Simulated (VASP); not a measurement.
Set up this calculation in VASP 6.6.1, as the native input.

```yaml
Task: single point
Functional: PBE
Potentials_or_basis: VASP PAW PBE potentials, release 64 (Rb_sv, Mg)
Cutoff: 520 eV
k_mesh: 5 × 5 × 5
Occupations: fermi-dirac, width 0.1 eV
Spin: no spin polarisation
Dipole_correction: no
Further_INCAR_settings: ALGO = Normal; EDIFF = 1e-07; NBANDS = 22
```

The structure of Rb3Mg lies in POSCAR:

```
Rb3Mg
1.0
   -3.2272670000      3.2272670000      6.1875740000
    3.2272670000     -3.2272670000      6.1875740000
    3.2272670000      3.2272670000     -6.1875740000
Rb Mg
3 1
Direct
    0.5000000000      0.5000000000      0.0000000000
    0.7500000000      0.2500000000      0.5000000000
    0.2500000000      0.7500000000      0.5000000000
    0.0000000000      0.0000000000      0.0000000000
```

The input as run:

INCAR

```
PREC = Accurate ; ENCUT = 520
EDIFF = 1E-7 ; ISMEAR = -1
SIGMA = 0.1 ; LREAL = False
LASPH = True ; NELM = 80
ALGO = Normal ; ISIF = 2
LWAVE = False ; LCHARG = False
GGA = PE ; NBANDS = 22
```

KPOINTS

```
Automatic mesh
0
Gamma
  5 5 5
```

Potentials or basis: VASP PAW PBE potentials, release 64 (Rb_sv, Mg).

Command:

```sh
$ cat potpaw_PBE.64/Rb_sv/POTCAR potpaw_PBE.64/Mg/POTCAR > POTCAR
$ mpirun -np 1 vasp_std > vasp.out
```

It gave:

```
Pressure               : 0.0 GPa
Band gap on the k mesh : zero (an odd number of electrons rules out a gap without spin polarisation)
```

Wall time 2 min on 1 thread of Intel(R) Xeon(R) Platinum 8488C (Sapphire Rapids), on a shared host, peak memory 0.52 GiB.
